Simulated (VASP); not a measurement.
# GaN (F-43m) in VASP: further runs

Runs on GaN. Level: PBE. Tasks: elastic constants.

All numbers are computed with VASP 6.6.1; they aren't measurements. Logs are shortened: lines on timing, memory, paths and dates and some standing lists are left out, and cuts for length are marked.

## 1. The cell of the first run

Symmetry: F-43m, No. 216, cubic system. Conventional cell: a = 4.438 Å, b = 4.438 Å, c = 4.438 Å, α = 90.00°, β = 90.00°, γ = 90.00°. Within 2.5 Å of Ga (site symmetry -43m) lie 4 N at 1.92 Å. Within 2.5 Å of N (site symmetry -43m) lie 4 Ga at 1.92 Å.

## 2. Elastic constants, PBE

Input file INCAR:

```
SYSTEM = GaN
PREC = Accurate ; ENCUT = 600
EDIFF = 1E-8 ; ISMEAR = 0
SIGMA = 0.01 ; LREAL = .FALSE.
LASPH = .TRUE. ; NELM = 60
ALGO = Normal ; ISIF = 3
LWAVE = .FALSE. ; LCHARG = .TRUE.
GGA = PE ; NBANDS = 16
IBRION = 6 ; NFREE = 2
POTIM = 0.015 ; NSW = 1
```

Input file KPOINTS:

```
Automatic mesh
0
G
  10 10 10
  0 0 0
```

Input file POSCAR:

```
GaN
1.0
    0.0000000000      2.2188154632      2.2188154632
    2.2188154632      0.0000000000      2.2188154632
    2.2188154632      2.2188154632      0.0000000000
Ga N
1 1
Direct
    0.0000000000      0.0000000000      0.0000000000
    0.7500000000      0.7500000000      0.7500000000
```

Potentials or basis: VASP PAW PBE potentials, release 64 (Ga_d, N).

Command:

```bash
$ cat potpaw_PBE.64/Ga_d/POTCAR potpaw_PBE.64/N/POTCAR > POTCAR
$ mpirun -np 1 vasp_std > vasp.out
```

OUTCAR:

```text
SYSTEM = GaN
   PREC = Accurate
   ENCUT = 600
   EDIFF = 1E-8
   ISMEAR = 0
   LREAL = .FALSE.
   LASPH = .TRUE.
   NELM = 60
   ISIF = 3
   GGA = PE
   IBRION = 6
   NFREE = 2
   POTIM = 0.015
   NSW = 1

 ion  position               nearest neighbor table
   1  0.000  0.000  0.000-   2 1.92   2 1.92   2 1.92   2 1.92
   2  0.750  0.750  0.750-   1 1.92   1 1.92   1 1.92   1 1.92

  LATTYP: Found a face centered cubic cell.
 ALAT       =     4.4376309264

  Lattice vectors:

 A1 = (   0.0000000000,   2.2188154632,   2.2188154632)
 A2 = (   2.2188154632,   0.0000000000,   2.2188154632)
 A3 = (   2.2188154632,   2.2188154632,   0.0000000000)

Analysis of symmetry for initial positions (statically):
=====================================================================
 Subroutine PRICEL returns:
 Original cell was already a primitive cell.

 Routine SETGRP: Setting up the symmetry group for a
 face centered cubic supercell.

 Subroutine GETGRP returns: Found 24 space group operations
 (whereof 24 operations were pure point group operations)
 out of a pool of 48 trial point group operations.

The static configuration has the point symmetry T_d .

Analysis of symmetry for dynamics (positions and initial velocities):
=====================================================================
 Subroutine PRICEL returns:
 Original cell was already a primitive cell.

 Routine SETGRP: Setting up the symmetry group for a
 face centered cubic supercell.

 Subroutine GETGRP returns: Found 24 space group operations
 (whereof 24 operations were pure point group operations)
 out of a pool of 48 trial point group operations.

The dynamic configuration has the point symmetry T_d .

 Subroutine INISYM returns: Found 24 space group operations
 (whereof 24 operations are pure point group operations),
 and found     1 'primitive' translations

----------------------------------------------------------------------------------------

                                     Primitive cell

  volume of cell :      21.8471

  direct lattice vectors                    reciprocal lattice vectors
     0.000000000  2.218815463  2.218815463    -0.225345464  0.225345464  0.225345464
     2.218815463  0.000000000  2.218815463     0.225345464 -0.225345464  0.225345464
     2.218815463  2.218815463  0.000000000     0.225345464  0.225345464 -0.225345464

  length of vectors
     3.137878920  3.137878920  3.137878920     0.390309793  0.390309793  0.390309793

  position of ions in fractional coordinates (direct lattice)
     0.000000000  0.000000000  0.000000000
     0.750000000  0.750000000  0.750000000

  ion indices of the primitive-cell ions
   primitive index   ion index
                 1           1
                 2           2

----------------------------------------------------------------------------------------

 KPOINTS: Automatic mesh

Automatic generation of k-mesh.
 Grid dimensions read from file:
 generate k-points for:   10   10   10

 Generating k-lattice:

  Cartesian coordinates                     Fractional coordinates (reciprocal lattice)
[... 103 lines left out ...]

 Free energy of the ion-electron system (eV)
  ---------------------------------------------------
  ext. energy  EPLUGINS =         0.00000000
  ---------------------------------------------------
  free energy    TOTEN  =       -12.08030561 eV

  energy without entropy =      -12.08030561  energy(sigma->0) =      -12.08030561

------------------------ aborting loop because EDIFF is reached ----------------------------------------

  FORCE on cell =-STRESS in cart. coord.  units (eV):
  Direction    XX          YY          ZZ          XY          YZ          ZX
  --------------------------------------------------------------------------------------
  -------------------------------------------------------------------------------------
  Total        2.0188528      2.0188528      2.0188528     -0.0000000     -0.0000000     -0.0000000
  in kB      148.0545301    148.0545301    148.0545301     -0.0000000     -0.0000000     -0.0000000
  external PRESSURE =     148.0545301 kB  Pullay stress =       0.0000000 kB
[... 89 lines left out ...]
  FREE ENERGIE OF THE ION-ELECTRON SYSTEM (eV)
  ---------------------------------------------------
  free  energy   TOTEN  =       -12.0452505340 eV

  energy  without entropy=      -12.0452505340  energy(sigma->0) =      -12.04525053

[... ionic steps 4 to 14 ...]

--------------------------------------- Ionic step       15  -------------------------------------------

 number of electron      18.0000000 magnetization

------------------------ aborting loop because EDIFF is reached ----------------------------------------
[... 67 lines left out ...]
--------------------------------------- Ionic step       17  -------------------------------------------

 number of electron      17.9999999 magnetization

 Free energy of the ion-electron system (eV)
  ---------------------------------------------------
  ext. energy  EPLUGINS =         0.00000000
  ---------------------------------------------------
  free energy    TOTEN  =       -12.07872953 eV

  energy without entropy =      -12.07872953  energy(sigma->0) =      -12.07872953

 E-fermi :   5.9175     XC(G=0): -11.9182

 val. band max:        5.8286452086   @ k =   0.0000   0.0000   0.0000
 cond. band min:       7.8261558061   @ k =   0.0000   0.0000   0.0000
 fundamental gap:      1.9975105974
 Fermi energy:         5.9174515050

 k-point     1 :       0.0000    0.0000    0.0000
  band No.  band energies     occupation
      1     -10.5439      2.00000
      2      -7.6952      2.00000
      3      -7.6887      2.00000
      4      -7.6834      2.00000
      5      -7.3193      2.00000
      6      -7.3191      2.00000
[... 433 lines left out ...]
      3      -7.4360      2.00000
      4      -7.4315      2.00000
      5      -7.2510      2.00000
      6      -6.4509      2.00000
[... 8 lines left out ...]
     15      28.7657      0.00000
     16      28.8713      0.00000

 [... further k-points ...]

------------------------ aborting loop because EDIFF is reached ----------------------------------------

  FORCE on cell =-STRESS in cart. coord.  units (eV):
  Direction    XX          YY          ZZ          XY          YZ          ZX
  --------------------------------------------------------------------------------------
  -------------------------------------------------------------------------------------
  Total        2.0186041      2.0239663      2.0239663      0.0000000     -0.1668709      0.0000000
  in kB      148.0362911    148.4295327    148.4295327      0.0000000    -12.2376428      0.0000000
  external PRESSURE =     148.2984522 kB  Pullay stress =       0.0000000 kB
[... 17 lines left out ...]
  FREE ENERGIE OF THE ION-ELECTRON SYSTEM (eV)
  ---------------------------------------------------
  free  energy   TOTEN  =       -12.0787295297 eV

  energy  without entropy=      -12.0787295297  energy(sigma->0) =      -12.07872953

 INTERNAL STRAIN TENSORS FROM STRAINED CELLS
 ============================================

 INTERNAL STRAIN TENSOR FOR ION    1 for displacements in x,y,z  (eV/Angst):
          X           Y           Z          XY          YZ          ZX
  --------------------------------------------------------------------------------
  x     0.00000     0.00000    -0.00000    -0.00000   -11.12926    -0.00000
  y     0.00000    -0.00000    -0.00000    -0.00000     0.00000   -11.12918
  z     0.00000     0.00000     0.00000   -11.12813     0.00000     0.00000

 INTERNAL STRAIN TENSORS FROM DISPLACED ATOMS
 ============================================

 INTERNAL STRAIN TENSOR FOR ION    1 for displacements in x,y,z  (eV/Angst):
          X           Y           Z          XY          YZ          ZX
  --------------------------------------------------------------------------------
  x     0.00000     0.00000     0.00000     0.00000   -11.12422     0.00000
  y     0.00000     0.00000     0.00000     0.00000     0.00000   -11.12422
  z     0.00000     0.00000     0.00000   -11.12422     0.00000     0.00000

 INTERNAL STRAIN TENSOR FOR ION    2 for displacements in x,y,z  (eV/Angst):
          X           Y           Z          XY          YZ          ZX
  --------------------------------------------------------------------------------
  x     0.00000     0.00000     0.00000     0.00000    11.13210     0.00000
  y     0.00000     0.00000     0.00000     0.00000     0.00000    11.13210
  z     0.00000     0.00000     0.00000    11.13210     0.00000     0.00000

 Eigenvectors and eigenvalues of the dynamical matrix
 ----------------------------------------------------

   1 f  =   17.135810 THz   107.667468 2PiTHz  571.589089 cm-1    70.867983 meV
             X         Y         Z           dx          dy          dz
      0.000000  0.000000  0.000000     0.408899    0.000000   -0.000000
      3.328223  3.328223  3.328223    -0.912580    0.000000   -0.000000
[... 21 lines left out ...]
   6 f/i=    0.000681 THz     0.004276 2PiTHz    0.022699 cm-1     0.002814 meV
             X         Y         Z           dx          dy          dz
      0.000000  0.000000  0.000000     0.125212   -0.046218    0.902767
      3.328223  3.328223  3.328223     0.056104   -0.020709    0.404502

--------------------------------------------------------------------------------------------------------

 ELASTIC MODULI CONTR FROM IONIC RELAXATION (kBar)
 Direction    XX          YY          ZZ          XY          YZ          ZX
 --------------------------------------------------------------------------------
 XX          -0.0000     -0.0000     -0.0000      0.0000      0.0000      0.0000
 YY          -0.0000     -0.0000     -0.0000      0.0000      0.0000      0.0000
 ZZ          -0.0000     -0.0000     -0.0000      0.0000      0.0000      0.0000
 XY           0.0000      0.0000      0.0000   -648.3377      0.0000      0.0000
 YZ           0.0000      0.0000      0.0000      0.0000   -648.3377      0.0000
 ZX           0.0000      0.0000      0.0000      0.0000      0.0000   -648.3377
 --------------------------------------------------------------------------------

 TOTAL ELASTIC MODULI (kBar)
 Direction    XX          YY          ZZ          XY          YZ          ZX
 --------------------------------------------------------------------------------
 XX        2934.6449   1789.0166   1789.0166      0.0000      0.0000      0.0000
 YY        1789.0166   2934.6449   1789.0166      0.0000      0.0000     -0.0000
 ZZ        1789.0166   1789.0166   2934.6449      0.0000      0.0000      0.0000
 XY           0.0000      0.0000      0.0000   1561.7052      0.0000     -0.0000
 YZ           0.0000      0.0000      0.0000      0.0000   1561.7052      0.0000
 ZX           0.0000     -0.0000      0.0000     -0.0000      0.0000   1561.7052
 --------------------------------------------------------------------------------
```

It took 8.2 min on 1 thread of AMD EPYC 9R45 (Zen 5), shared host; peak memory 0.32 GiB.

Results:

```
Elastic constants C11, C12, C44                         : 293, 179, 156 GPa
Voigt bulk modulus                                      : 217 GPa
Highest phonon frequency at Γ, LO-TO splitting left out : 572 cm⁻¹
```

Phonon frequencies in cm⁻¹ (negative: imaginary):
```tsv
q point	frequencies
(0.000, 0.000, 0.000)	0 0 0 572 572 572
```

Elastic tensor in Voigt notation (GPa, in the Cartesian axes of the cell as first typed):
```
293 179 179   0   0   0
179 293 179   0   0   0
179 179 293   0   0   0
  0   0   0 156   0   0
  0   0   0   0 156   0
  0   0   0   0   0 156
```

Clamped-ion elastic tensor (GPa):
```
293 179 179   0   0   0
179 293 179   0   0   0
179 179 293   0   0   0
  0   0   0 221   0   0
  0   0   0   0 221   0
  0   0   0   0   0 221
```

Caveat: the cell is under stress, which shifts elastic constants.

(Part 1 of 2 ends here.)
